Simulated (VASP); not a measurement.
# Be2WN3 (R-3m) in VASP: single point with PBE

Aim: the single point of Be2WN3 with PBE.

Program: VASP 6.6.1. These are calculated values, not measurements. Logs are shortened: lines on timing, memory, paths and dates and some standing lists are left out, and cuts for length are marked.

## 1. The cell of the first run

The structure is trigonal, space group R-3m (No. 166). The conventional cell has a = 4.467 Å, b = 4.467 Å, c = 10.781 Å, α = 90.00°, β = 90.00°, γ = 120.00°. Be (site symmetry 3m) has 3 N at 1.62 Å within 2.2 Å. Within 3.0 Å of W (site symmetry -3m) lie 6 N at 2.23 Å and 8 Be at 2.62 to 2.76 Å. N (site symmetry 2/m) has 2 Be at 1.62 Å and 4 N at 2.23 Å and 2 W at 2.23 Å within 2.3 Å.

The cell was built from a structure type or drawn by symmetry, and may not be a known phase.

## 2. Single point, PBE

INCAR reads:

```
SYSTEM = Be2WN3
  ALGO = Normal
  EDIFF = 1E-6
  ENCUT = 600
  GGA = PE
  GGA_COMPAT = .False.
  ISIF = 2
  ISMEAR = 0
  LASPH = .True.
  LCHARG = .False.
  LREAL = .False.
  LWAVE = .False.
  NBANDS = 26
  NELM = 120
  PREC = Accurate
  SIGMA = 0.15
```

KPOINTS reads:

```
k-points
0
Gamma
  3 3 3
  0 0 0
```

POSCAR reads:

```
Be2WN3
1.0
    2.2333492026      1.2894247633      3.5936259400
   -2.2333492026      1.2894247633      3.5936259400
    0.0000000000     -2.5788495266      3.5936259400
Be W N
2 1 3
Direct
    0.2425685558      0.2425685558      0.2425685558
    0.7574314442      0.7574314442      0.7574314442
    0.0000000000      0.0000000000      0.0000000000
    0.5000000000      0.5000000000      0.0000000000
    0.0000000000      0.5000000000      0.5000000000
    0.5000000000      0.0000000000      0.5000000000
```

Potentials or basis: VASP PAW PBE potentials, release 64 (Be, W_sv, N).

On the command line:

```bash
> cat potpaw_PBE.64/Be/POTCAR potpaw_PBE.64/W_sv/POTCAR potpaw_PBE.64/N/POTCAR > POTCAR
> mpirun -np 1 vasp_std > vasp.out
```

OUTCAR:

```text
SYSTEM = Be2WN3
   EDIFF = 1E-6
   ENCUT = 600
   GGA = PE
   ISIF = 2
   ISMEAR = 0
   LASPH = .True.
   LREAL = .False.
   NELM = 120
   PREC = Accurate

 ion  position               nearest neighbor table
   1  0.243  0.243  0.243-   4 1.62   5 1.62   6 1.62   3 2.62   3 2.76   3 2.76   3 2.76
   2  0.757  0.757  0.757-   4 1.62   5 1.62   6 1.62   3 2.62   3 2.76   3 2.76   3 2.76
   3  0.000  0.000  0.000-   5 2.23   6 2.23   5 2.23   6 2.23   4 2.23   4 2.23   1 2.62   2 2.62
                             2 2.76   1 2.76   2 2.76   1 2.76   1 2.76   2 2.76
   4  0.500  0.500  0.000-   1 1.62   2 1.62   3 2.23   3 2.23
   5  0.000  0.500  0.500-   1 1.62   2 1.62   3 2.23   3 2.23
   6  0.500  0.000  0.500-   1 1.62   2 1.62   3 2.23   3 2.23

  LATTYP: Found a trigonal (rhomboedric) cell.
 ALAT       =     4.4231902828
 COS(alpha) =     0.4901152561

  Lattice vectors:

 A1 = (   2.2333492026,   1.2894247633,   3.5936259400)
 A2 = (  -2.2333492026,   1.2894247633,   3.5936259400)
 A3 = (   0.0000000000,  -2.5788495266,   3.5936259400)

Analysis of symmetry for initial positions (statically):
=====================================================================
 Subroutine PRICEL returns:
 Original cell was already a primitive cell.

 Routine SETGRP: Setting up the symmetry group for a
 trigonal (rhombohedral) supercell.

 Subroutine GETGRP returns: Found 12 space group operations
 (whereof 12 operations were pure point group operations)
 out of a pool of 12 trial point group operations.

The static configuration has the point symmetry D_3d.

Analysis of symmetry for dynamics (positions and initial velocities):
=====================================================================
 Subroutine PRICEL returns:
 Original cell was already a primitive cell.

 Routine SETGRP: Setting up the symmetry group for a
 trigonal (rhombohedral) supercell.

 Subroutine GETGRP returns: Found 12 space group operations
 (whereof 12 operations were pure point group operations)
 out of a pool of 12 trial point group operations.

The dynamic configuration has the point symmetry D_3d.

 Subroutine INISYM returns: Found 12 space group operations
 (whereof 12 operations are pure point group operations),
 and found     1 'primitive' translations

----------------------------------------------------------------------------------------

                                     Primitive cell

  volume of cell :      62.0922

  direct lattice vectors                    reciprocal lattice vectors
     2.233349203  1.289424763  3.593625940     0.223879006  0.129256605  0.092756825
    -2.233349203  1.289424763  3.593625940    -0.223879006  0.129256605  0.092756825
     0.000000000 -2.578849527  3.593625940     0.000000000 -0.258513209  0.092756825

  length of vectors
     4.423190283  4.423190283  4.423190283     0.274650519  0.274650519  0.274650519

  position of ions in fractional coordinates (direct lattice)
     0.242568556  0.242568556  0.242568556
     0.757431444  0.757431444  0.757431444
     0.000000000  0.000000000  0.000000000
     0.500000000  0.500000000  0.000000000
     1.000000000  0.500000000  0.500000000
     0.500000000  1.000000000  0.500000000

  ion indices of the primitive-cell ions
   primitive index   ion index
                 1           1
                 2           2
                 3           3
                 4           4
                 5           5
                 6           6

----------------------------------------------------------------------------------------

 KPOINTS: k-points

Automatic generation of k-mesh.
 Grid dimensions read from file:
 generate k-points for:    3    3    3

 Generating k-lattice:

  Cartesian coordinates                     Fractional coordinates (reciprocal lattice)
     0.074626335  0.043085535  0.030918942     0.333333333  0.000000000  0.000000000
    -0.074626335  0.043085535  0.030918942     0.000000000  0.333333333  0.000000000
     0.000000000 -0.086171070  0.030918942     0.000000000  0.000000000  0.333333333

  Length of vectors
     0.091550173  0.091550173  0.091550173

  Shift w.r.t. Gamma in fractional coordinates (k-lattice)
     0.000000000  0.000000000  0.000000000

 Subroutine IBZKPT returns following result:
 ===========================================

 Found      6 irreducible k-points:

 Following reciprocal coordinates:
            Coordinates               Weight
  0.000000  0.000000  0.000000      1.000000
  0.333333 -0.000000 -0.000000      6.000000
  0.333333  0.333333 -0.000000      6.000000
 -0.333333  0.333333  0.000000      6.000000
  0.333333  0.333333  0.333333      2.000000
 -0.333333  0.333333  0.333333      6.000000
   k-points           NKPTS =      6   k-points in BZ     NKDIM =      6   number of bands    NBANDS=     26
   number of dos      NEDOS =    301   number of ions     NIONS =      6
   total plane-waves  NPLWV =  46656
   dimension x,y,z NGX =    36 NGY =   36 NGZ =   36
   dimension x,y,z NGXF=    72 NGYF=   72 NGZF=   72
   ions per type =               2   1   3
   NGX,Y,Z   is equivalent  to a cutoff of  13.53, 13.53, 13.53 a.u.
   NGXF,Y,Z  is equivalent  to a cutoff of  27.06, 27.06, 27.06 a.u.
 SYSTEM =  Be2WN3
   PREC   = accura    normal or accurate (medium, high low for compatibility)
   ISTART =      0    job   : 0-new  1-cont  2-samecut
   ICHARG =      2    charge: 1-file 2-atom 10-const
   ISPIN  =      1    spin polarized calculation?
   LNONCOLLINEAR =      F non collinear calculations
   LSORBIT =      F    spin-orbit coupling
   LASPH  =      T    aspherical Exc in radial PAW
   ENCUT  =  600.0 eV  44.10 Ry    6.64 a.u.   8.83  8.83  8.83*2*pi/ulx,y,z
   NELM   =    120;   NELMIN=  2; NELMDL= -5     # of ELM steps
   EDIFF  = 0.1E-05   stopping-criterion for ELM
   LREAL  =      F    real-space projection
   EDIFFG = 0.1E-04   stopping-criterion for IOM
   NSW    =      0    number of steps for IOM
   IBRION =     -1    ionic relax: 0-MD 1-quasi-New 2-CG
   NFREE  =      0    steps in history (QN), initial steepest desc. (CG)
   ISIF   =      2    stress and relaxation
   ISYM   =      2    0-nonsym 1-usesym 2-fastsym
   POTIM  = 0.5000    time-step for ionic-motion
   TEBEG  =    0.0;   TEEND  =   0.0 temperature during run
   PSTRESS=    0.0 pullay stress
   NELECT =      33.0000    total number of electrons
   NUPDOWN=      -1.0000    fix difference up-down
   EMIN   =  10.00;   EMAX   =-10.00  energy-range for DOS
   EFERMI =   0.00;   METHOD = LEGACY
   ISMEAR =     0;   SIGMA  =   0.15  broadening in eV -4-tet -1-fermi 0-gaus
   EFERMI_NEDOS =   21; number of points for ismear=-14 and -15
   IALGO  =     38    algorithm
   IMIX   =      4    mixing-type and parameters
     AMIX     =   0.40;   BMIX     =  1.00
     AMIX_MAG =   1.60;   BMIX_MAG =  1.00
  volume/ion in A,a.u.               =      10.35        69.84
  Fermi-wavevector in a.u.,A,eV,Ry     =   1.326072  2.505913 23.925408  1.758468
  Thomas-Fermi vector in A             =   2.455486
   LORBIT       =      0    0 simple, 1 ext, 2 COOP (PROOUT), +10 PAW based schemes
   GGA     = PE    functional components
   LHFCALC =     F    Hartree Fock is set to
   AEXX    =    0.0000 exact exchange contribution
   IVDW    =     0    specifies the selected vdW correction
   LEPSILON=     F    determine dielectric tensor
   LRPA    =     F    only Hartree local field effects (RPA)
 non-spin polarized calculation
 Gauss-broadening in eV      SIGMA  =   0.15
  energy-cutoff  :      600.00
  volume of cell :       62.09
 maximum number of plane-waves:      2091
   NGX = 17   NGY = 17   NGZ = 17

 number of electron      33.0000003 magnetization

 Free energy of the ion-electron system (eV)
  ---------------------------------------------------
  ext. energy  EPLUGINS =         0.00000000
  ---------------------------------------------------
  free energy    TOTEN  =       -41.25227332 eV

  energy without entropy =      -41.19849046  energy(sigma->0) =      -41.22538189

 E-fermi :   6.1935     XC(G=0): -11.0356

 val. band max:        6.1489217528   @ k =   0.3333  -0.0000  -0.0000
 cond. band min:       6.2366886696   @ k =  -0.3333   0.3333   0.0000
 fundamental gap:      0.0877669167
 Fermi energy:         6.1934575902

 k-point     1 :       0.0000    0.0000    0.0000
  band No.  band energies     occupation
      1     -69.0586      2.00000
      2     -33.3698      2.00000
      3     -33.3698      2.00000
      4     -32.8487      2.00000
      5     -11.8853      2.00000
      6      -7.7134      2.00000
[... 18 lines left out ...]
     25      14.0598      0.00000
     26      14.3963      0.00000

 k-point     2 :       0.3333   -0.0000   -0.0000
  band No.  band energies     occupation
      1     -69.0585      2.00000
      2     -33.3797      2.00000
      3     -33.3720      2.00000
      4     -32.8498      2.00000
      5     -11.0092      2.00000
      6      -8.9990      2.00000
[... 18 lines left out ...]
     25      14.8894      0.00000
     26      15.4324      0.00000

 k-point     3 :       0.3333    0.3333   -0.0000
  band No.  band energies     occupation
      1     -69.0585      2.00000
      2     -33.3790      2.00000
      3     -33.3734      2.00000
      4     -32.8516      2.00000
      5     -10.9600      2.00000
      6      -8.9454      2.00000
[... 18 lines left out ...]
     25      14.7687      0.00000
     26      15.5819      0.00000

 k-point     4 :      -0.3333    0.3333    0.0000
  band No.  band energies     occupation
      1     -69.0584      2.00000
      2     -33.3796      2.00000
      3     -33.3785      2.00000
      4     -32.8513      2.00000
      5      -9.8739      2.00000
      6      -9.7939      2.00000
[... 18 lines left out ...]
     25      15.7149      0.00000
     26      16.0318      0.00000

 k-point     5 :       0.3333    0.3333    0.3333
  band No.  band energies     occupation
      1     -69.0585      2.00000
      2     -33.3708      2.00000
      3     -33.3708      2.00000
      4     -32.8539      2.00000
      5     -11.7539      2.00000
      6      -7.7434      2.00000
[... 18 lines left out ...]
     25      13.1455      0.00000
     26      15.2262      0.00000

 k-point     6 :      -0.3333    0.3333    0.3333
  band No.  band energies     occupation
      1     -69.0585      2.00000
      2     -33.3798      2.00000
      3     -33.3732      2.00000
      4     -32.8533      2.00000
      5     -10.8690      2.00000
      6      -9.0388      2.00000
[... 18 lines left out ...]
     25      13.5245      0.00000
     26      15.5626      0.00000

------------------------ aborting loop because EDIFF is reached ----------------------------------------

  FORCE on cell =-STRESS in cart. coord.  units (eV):
  Direction    XX          YY          ZZ          XY          YZ          ZX
  --------------------------------------------------------------------------------------
  -------------------------------------------------------------------------------------
  Total       -0.0024357     -0.0024357     -0.1914536      0.0000000      0.0000000      0.0000000
  in kB       -0.0628500     -0.0628500     -4.9401196      0.0000000      0.0000000      0.0000000
  external PRESSURE =      -1.6886065 kB  Pullay stress =       0.0000000 kB

 VOLUME and BASIS-vectors are now :
 -----------------------------------------------------------------------------
  energy-cutoff  :      600.00
  volume of cell :       62.09
      direct lattice vectors                 reciprocal lattice vectors
     2.233349203  1.289424763  3.593625940     0.223879006  0.129256605  0.092756825
    -2.233349203  1.289424763  3.593625940    -0.223879006  0.129256605  0.092756825
     0.000000000 -2.578849527  3.593625940     0.000000000 -0.258513209  0.092756825

 POSITION                                       TOTAL-FORCE (eV/Angst)
 -----------------------------------------------------------------------------------
      0.00000      0.00000      2.61510        -0.000000     -0.000000     -0.008230
      0.00000      0.00000      8.16578        -0.000000     -0.000000      0.008230
      0.00000      0.00000      0.00000         0.000000     -0.000000     -0.000000
      0.00000      1.28942      3.59363        -0.000000     -0.000000      0.000000
     -1.11667     -0.64471      3.59363        -0.000000      0.000000     -0.000000
      1.11667     -0.64471      3.59363        -0.000000     -0.000000      0.000000
 -----------------------------------------------------------------------------------
    total drift:                               -0.000000     -0.000000      0.000000

  FREE ENERGIE OF THE ION-ELECTRON SYSTEM (eV)
  ---------------------------------------------------
  free  energy   TOTEN  =       -41.2522733205 eV

  energy  without entropy=      -41.1984904628  energy(sigma->0) =      -41.22538189
```

Wall time 37 s (1 thread of Intel Xeon 8259CL, shared host); peak memory 0.2 GiB.

What came out:

```
Free energy            : -41.2523 eV
Pressure               : -0.2 GPa
Largest force          : 0.008 eV/Å
Band gap on the k mesh : zero (an odd number of electrons rules out a gap without spin polarisation)
```

Forces in eV/Å, atoms in the order of the input:
```
Be   0.000  0.000 -0.008
Be   0.000  0.000  0.008
W    0.000  0.000  0.000
N    0.000  0.000  0.000
N    0.000  0.000  0.000
N    0.000  0.000  0.000
```

Levels at points of the mesh, in eV from the Fermi level:
```tsv
k point	band 14	band 15	band 16	band 17	band 18	band 19
(0.00, 0.00, 0.00)	-3.19	-1.68	-1.68	0.18	1.29	1.29
```

Caveat: the k points lie up to 0.58 Å⁻¹ apart, too coarse for converged energies and pressures of a metal; spin-orbit coupling is left out, which moves the levels of the heavy elements.
